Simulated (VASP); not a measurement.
# SrO (P6_3/mmc) in VASP: settings compared

Aim: see how the results for SrO move with the level of theory and the settings. Levels: LDA, PBEsol, PBE. Tasks: single point.

Program: VASP 6.6.1. These are calculated values, not measurements. Logs are shortened: lines on timing, memory, paths and dates and some standing lists are left out, and cuts for length are marked.

### Step 1. The cell of the first run

Symmetry: P6_3/mmc, No. 194, hexagonal system. The conventional cell has a = 3.496 Å, b = 3.496 Å, c = 6.136 Å, α = 90.00°, β = 90.00°, γ = 120.00°. Sr (site symmetry -3m) has 6 O at 2.54 Å and 2 Sr at 3.07 Å within 3.3 Å. Within 3.3 Å of O (site symmetry -6m2) lie 6 Sr at 2.54 Å.

### Step 2. Single point, LDA

INCAR

```
SYSTEM = SrO
ALGO = Normal ; EDIFF = 1E-7
ENCUT = 520 ; ISIF = 2
ISMEAR = -1 ; LASPH = .True.
LCHARG = .False. ; LREAL = .False.
LWAVE = .False. ; NBANDS = 24
NELM = 100 ; PREC = Accurate
SIGMA = 0.02
```

KPOINTS

```
k-points
0
Gamma
  12 12 4
  0 0 0
```

POSCAR

```
SrO
1.0
    3.4963787041      0.0000000000      0.0000000000
   -1.7481893521      3.0279527790      0.0000000000
    0.0000000000      0.0000000000      6.1355718314
Sr O
2 2
Direct
    0.0000000000      0.0000000000      0.0000000000
    0.0000000000      0.0000000000      0.5000000000
    0.3333333333      0.6666666667      0.2500000000
    0.6666666667      0.3333333333      0.7500000000
```

Potentials or basis: VASP PAW LDA potentials, release 64 (Sr_sv, O).

Run with:

```sh
$ cat potpaw_LDA.64/Sr_sv/POTCAR potpaw_LDA.64/O/POTCAR > POTCAR
$ mpirun -np 1 vasp_std > vasp.out
```

OUTCAR:

```text
SYSTEM = SrO
   EDIFF = 1E-7
   ENCUT = 520
   ISIF = 2
   ISMEAR = -1
   LASPH = .True.
   LREAL = .False.
   NELM = 100
   PREC = Accurate

 ion  position               nearest neighbor table
   1  0.000  0.000  0.000-   3 2.54   4 2.54   4 2.54   3 2.54   4 2.54   3 2.54   2 3.07   2 3.07
                             2 4.65   2 4.65   2 4.65   2 4.65   2 4.65   2 4.65   2 4.65   2 4.65
   2  0.000  0.000  0.500-   3 2.54   4 2.54   4 2.54   3 2.54   4 2.54   3 2.54   1 3.07   1 3.07
                             1 4.65   1 4.65   1 4.65   1 4.65   1 4.65   1 4.65   1 4.65   1 4.65
   3  0.333  0.667  0.250-   1 2.54   2 2.54   1 2.54   2 2.54   1 2.54   2 2.54
   4  0.667  0.333  0.750-   1 2.54   2 2.54   1 2.54   2 2.54   1 2.54   2 2.54

  LATTYP: Found a hexagonal cell.
 ALAT       =     3.4963787041
 C/A-ratio  =     1.7548361750

  Lattice vectors:

 A1 = (   3.4963787041,   0.0000000000,   0.0000000000)
 A2 = (  -1.7481893521,   3.0279527790,   0.0000000000)
 A3 = (   0.0000000000,   0.0000000000,   6.1355718314)

Analysis of symmetry for initial positions (statically):
=====================================================================
 Subroutine PRICEL returns:
 Original cell was already a primitive cell.

 Routine SETGRP: Setting up the symmetry group for a
 hexagonal supercell.

 Subroutine GETGRP returns: Found 24 space group operations
 (whereof 12 operations were pure point group operations)
 out of a pool of 24 trial point group operations.

The static configuration has the point symmetry D_3d.
 The point group associated with its full space group is D_6h.

Analysis of symmetry for dynamics (positions and initial velocities):
=====================================================================
 Subroutine PRICEL returns:
 Original cell was already a primitive cell.

 Routine SETGRP: Setting up the symmetry group for a
 hexagonal supercell.

 Subroutine GETGRP returns: Found 24 space group operations
 (whereof 12 operations were pure point group operations)
 out of a pool of 24 trial point group operations.

The dynamic configuration has the point symmetry D_3d.
 The point group associated with its full space group is D_6h.

 Subroutine INISYM returns: Found 24 space group operations
 (whereof 12 operations are pure point group operations),
 and found     1 'primitive' translations

----------------------------------------------------------------------------------------

                                     Primitive cell

  volume of cell :      64.9565

  direct lattice vectors                    reciprocal lattice vectors
     3.496378704  0.000000000  0.000000000     0.286010208  0.165128071  0.000000000
    -1.748189352  3.027952779  0.000000000     0.000000000  0.330256141  0.000000000
     0.000000000  0.000000000  6.135571831     0.000000000  0.000000000  0.162983994

  length of vectors
     3.496378704  3.496378704  6.135571831     0.330256141  0.330256141  0.162983994

  position of ions in fractional coordinates (direct lattice)
     0.000000000  0.000000000  0.000000000
     0.000000000  0.000000000  0.500000000
     0.333333333  0.666666667  0.250000000
     0.666666667  0.333333333  0.750000000

  ion indices of the primitive-cell ions
   primitive index   ion index
                 1           1
                 2           2
                 3           3
                 4           4

----------------------------------------------------------------------------------------

 KPOINTS: k-points

Automatic generation of k-mesh.
 Grid dimensions read from file:
 generate k-points for:   12   12    4

 Generating k-lattice:

  Cartesian coordinates                     Fractional coordinates (reciprocal lattice)
     0.023834184  0.013760673  0.000000000     0.083333333 -0.000000000  0.000000000
     0.000000000  0.027521345  0.000000000     0.000000000  0.083333333  0.000000000
     0.000000000  0.000000000  0.040745998     0.000000000  0.000000000  0.250000000

  Length of vectors
     0.027521345  0.027521345  0.040745998

  Shift w.r.t. Gamma in fractional coordinates (k-lattice)
     0.000000000  0.000000000  0.000000000

 Subroutine IBZKPT returns following result:
 ===========================================

 Found     57 irreducible k-points:

 Following reciprocal coordinates:
            Coordinates               Weight
  0.000000  0.000000  0.000000      1.000000
  0.083333  0.000000  0.000000      6.000000
  0.166667  0.000000  0.000000      6.000000
  0.250000  0.000000  0.000000      6.000000
  0.333333  0.000000  0.000000      6.000000
  0.416667  0.000000  0.000000      6.000000
[... 16 lines left out ...]
  0.250000  0.000000  0.250000     12.000000
  0.333333  0.000000  0.250000     12.000000
 [... further k-points ...]
   k-points           NKPTS =     57   k-points in BZ     NKDIM =     57   number of bands    NBANDS=     24
   number of dos      NEDOS =    301   number of ions     NIONS =      4
   total plane-waves  NPLWV =  37632
   dimension x,y,z NGX =    28 NGY =   28 NGZ =   48
   dimension x,y,z NGXF=    56 NGYF=   56 NGZF=   96
   ions per type =               2   2
   NGX,Y,Z   is equivalent  to a cutoff of  13.31, 13.31, 13.01 a.u.
   NGXF,Y,Z  is equivalent  to a cutoff of  26.63, 26.63, 26.01 a.u.
 SYSTEM =  SrO
   PREC   = accura    normal or accurate (medium, high low for compatibility)
   ISTART =      0    job   : 0-new  1-cont  2-samecut
   ICHARG =      2    charge: 1-file 2-atom 10-const
   ISPIN  =      1    spin polarized calculation?
   LNONCOLLINEAR =      F non collinear calculations
   LSORBIT =      F    spin-orbit coupling
   LASPH  =      T    aspherical Exc in radial PAW
   ENCUT  =  520.0 eV  38.22 Ry    6.18 a.u.   6.50  6.50 11.41*2*pi/ulx,y,z
   NELM   =    100;   NELMIN=  2; NELMDL= -5     # of ELM steps
   EDIFF  = 0.1E-06   stopping-criterion for ELM
   LREAL  =      F    real-space projection
   EDIFFG = 0.1E-05   stopping-criterion for IOM
   NSW    =      0    number of steps for IOM
   IBRION =     -1    ionic relax: 0-MD 1-quasi-New 2-CG
   NFREE  =      0    steps in history (QN), initial steepest desc. (CG)
   ISIF   =      2    stress and relaxation
   ISYM   =      2    0-nonsym 1-usesym 2-fastsym
   POTIM  = 0.5000    time-step for ionic-motion
   TEBEG  =    0.0;   TEEND  =   0.0 temperature during run
   PSTRESS=    0.0 pullay stress
   NELECT =      32.0000    total number of electrons
   NUPDOWN=      -1.0000    fix difference up-down
   EMIN   =  10.00;   EMAX   =-10.00  energy-range for DOS
   EFERMI =   0.00;   METHOD = LEGACY
   ISMEAR =    -1;   SIGMA  =   0.02  broadening in eV -4-tet -1-fermi 0-gaus
   EFERMI_NEDOS =   21; number of points for ismear=-14 and -15
   IALGO  =     38    algorithm
   IMIX   =      4    mixing-type and parameters
     AMIX     =   0.40;   BMIX     =  1.00
     AMIX_MAG =   1.60;   BMIX_MAG =  1.00
  volume/ion in A,a.u.               =      16.24       109.59
  Fermi-wavevector in a.u.,A,eV,Ry     =   1.292957  2.443334 22.745360  1.671737
  Thomas-Fermi vector in A             =   2.424632
   LORBIT       =      0    0 simple, 1 ext, 2 COOP (PROOUT), +10 PAW based schemes
   GGA     = CA    functional components
   LHFCALC =     F    Hartree Fock is set to
   AEXX    =    0.0000 exact exchange contribution
   IVDW    =     0    specifies the selected vdW correction
   LEPSILON=     F    determine dielectric tensor
   LRPA    =     F    only Hartree local field effects (RPA)
 non-spin polarized calculation
  energy-cutoff  :      520.00
  volume of cell :       64.96
 maximum number of plane-waves:      1786
 NGX is ok and might be reduce to    28
   NGX = 13   NGY = 13   NGZ = 23

 number of electron      32.0000002 magnetization

 Free energy of the ion-electron system (eV)
  ---------------------------------------------------
  ext. energy  EPLUGINS =         0.00000000
  ---------------------------------------------------
  free energy    TOTEN  =       -26.17467233 eV

  energy without entropy =      -26.17467233  energy(sigma->0) =      -26.17467233

 E-fermi :   2.1602     XC(G=0): -10.7339

 val. band max:        1.7196785410   @ k =   0.3333   0.3333   0.0000
 cond. band min:       5.0250138638   @ k =   0.0000   0.0000   0.0000
 fundamental gap:      3.3053353229
 Fermi energy:         2.1602152905

 k-point     1 :       0.0000    0.0000    0.0000
  band No.  band energies     occupation
      1     -30.7091      2.00000
      2     -30.4360      2.00000
      3     -15.3787      2.00000
      4     -13.2064      2.00000
      5     -12.3698      2.00000
      6     -12.3698      2.00000
[... 16 lines left out ...]
     23       9.2104      0.00000
     24       9.8454      0.00000

 k-point     2 :       0.0833    0.0000    0.0000
  band No.  band energies     occupation
      1     -30.6990      2.00000
      2     -30.4276      2.00000
      3     -15.3253      2.00000
      4     -13.4453      2.00000
      5     -12.3897      2.00000
      6     -12.1965      2.00000
[... 16 lines left out ...]
     23       9.2783      0.00000
     24      10.5998      0.00000

 k-point     3 :       0.1667    0.0000    0.0000
  band No.  band energies     occupation
      1     -30.6712      2.00000
      2     -30.4047      2.00000
      3     -15.1712      2.00000
      4     -13.8648      2.00000
      5     -12.4436      2.00000
      6     -12.4066      2.00000
[... 16 lines left out ...]
     23       9.5608      0.00000
     24      11.0504      0.00000

 k-point     4 :       0.2500    0.0000    0.0000
  band No.  band energies     occupation
      1     -30.6329      2.00000
      2     -30.3731      2.00000
      3     -14.9507      2.00000
      4     -14.2382      2.00000
      5     -12.6789      2.00000
      6     -12.5156      2.00000
[... 16 lines left out ...]
     23      10.2759      0.00000
     24      10.7991      0.00000

 k-point     5 :       0.3333    0.0000    0.0000
  band No.  band energies     occupation
      1     -30.5940      2.00000
      2     -30.3412      2.00000
      3     -14.8574      2.00000
      4     -14.3168      2.00000
      5     -12.9365      2.00000
      6     -12.5860      2.00000
[... 16 lines left out ...]
     23      11.0788      0.00000
     24      11.3672      0.00000

 k-point     6 :       0.4167    0.0000    0.0000
  band No.  band energies     occupation
      1     -30.5653      2.00000
      2     -30.3176      2.00000
      3     -14.9851      2.00000
      4     -13.9963      2.00000
      5     -13.1171      2.00000
      6     -12.8651      2.00000
[... 16 lines left out ...]
     23      12.1981      0.00000
     24      12.3243      0.00000
[... 379 lines left out ...]
 k-point    21 :       0.0833    0.0000    0.2500
  band No.  band energies     occupation
      1     -30.6607      2.00000
      2     -30.4689      2.00000
      3     -15.0862      2.00000
      4     -13.7572      2.00000
      5     -12.3872      2.00000
      6     -12.3533      2.00000
[... 16 lines left out ...]
     23       9.0917      0.00000
     24      10.2664      0.00000

 k-point    22 :       0.1667    0.0000    0.2500
  band No.  band energies     occupation
      1     -30.6336      2.00000
      2     -30.4452      2.00000
      3     -14.9523      2.00000
      4     -13.9797      2.00000
      5     -12.5218      2.00000
      6     -12.4236      2.00000
[... 16 lines left out ...]
     23       9.6163      0.00000
     24      10.8022      0.00000

 k-point    23 :       0.2500    0.0000    0.2500
  band No.  band energies     occupation
      1     -30.5961      2.00000
      2     -30.4125      2.00000
      3     -14.7676      2.00000
      4     -14.2380      2.00000
      5     -12.8389      2.00000
      6     -12.4754      2.00000
[... 16 lines left out ...]
     23      10.4080      0.00000
     24      10.9685      0.00000

 k-point    24 :       0.3333    0.0000    0.2500
  band No.  band energies     occupation
      1     -30.5582      2.00000
      2     -30.3795      2.00000
      3     -14.7189      2.00000
      4     -14.2807      2.00000
      5     -13.1415      2.00000
      6     -12.5437      2.00000
[... 16 lines left out ...]
     23      11.2502      0.00000
     24      11.3866      0.00000

 [... further k-points ...]

------------------------ aborting loop because EDIFF is reached ----------------------------------------

  FORCE on cell =-STRESS in cart. coord.  units (eV):
  Direction    XX          YY          ZZ          XY          YZ          ZX
  --------------------------------------------------------------------------------------
  -------------------------------------------------------------------------------------
  Total        0.3336703      0.3336703      0.4297360     -0.0000000      0.0000000     -0.0000000
  in kB        8.2301066      8.2301066     10.5996060     -0.0000000      0.0000000     -0.0000000
  external PRESSURE =       9.0199397 kB  Pullay stress =       0.0000000 kB

 VOLUME and BASIS-vectors are now :
 -----------------------------------------------------------------------------
  energy-cutoff  :      520.00
  volume of cell :       64.96
      direct lattice vectors                 reciprocal lattice vectors
     3.496378704  0.000000000  0.000000000     0.286010208  0.165128071  0.000000000
    -1.748189352  3.027952779  0.000000000     0.000000000  0.330256141  0.000000000
     0.000000000  0.000000000  6.135571831     0.000000000  0.000000000  0.162983994

 POSITION                                       TOTAL-FORCE (eV/Angst)
 -----------------------------------------------------------------------------------
      0.00000      0.00000      0.00000        -0.000000      0.000000     -0.000000
      0.00000      0.00000      3.06779        -0.000000      0.000000     -0.000000
     -0.00000      2.01864      1.53389         0.000000     -0.000000      0.000000
      1.74819      1.00932      4.60168        -0.000000      0.000000      0.000000
 -----------------------------------------------------------------------------------
    total drift:                                0.000000     -0.000000      0.000000

  FREE ENERGIE OF THE ION-ELECTRON SYSTEM (eV)
  ---------------------------------------------------
  free  energy   TOTEN  =       -26.1746723340 eV

  energy  without entropy=      -26.1746723340  energy(sigma->0) =      -26.17467233
```

Wall time 49 s (1 thread of Intel Xeon 6975P-C (Granite Rapids), shared host); peak memory 0.21 GiB.

What came out:

| Property | Result |
| --- | --- |
| Free energy | -26.1747 eV |
| Pressure | 0.9 GPa |
| Band gap on the k mesh | 3.31 eV (least direct gap 3.35 eV) |

A k mesh can miss the band edges.

[end of part 1 of 2]
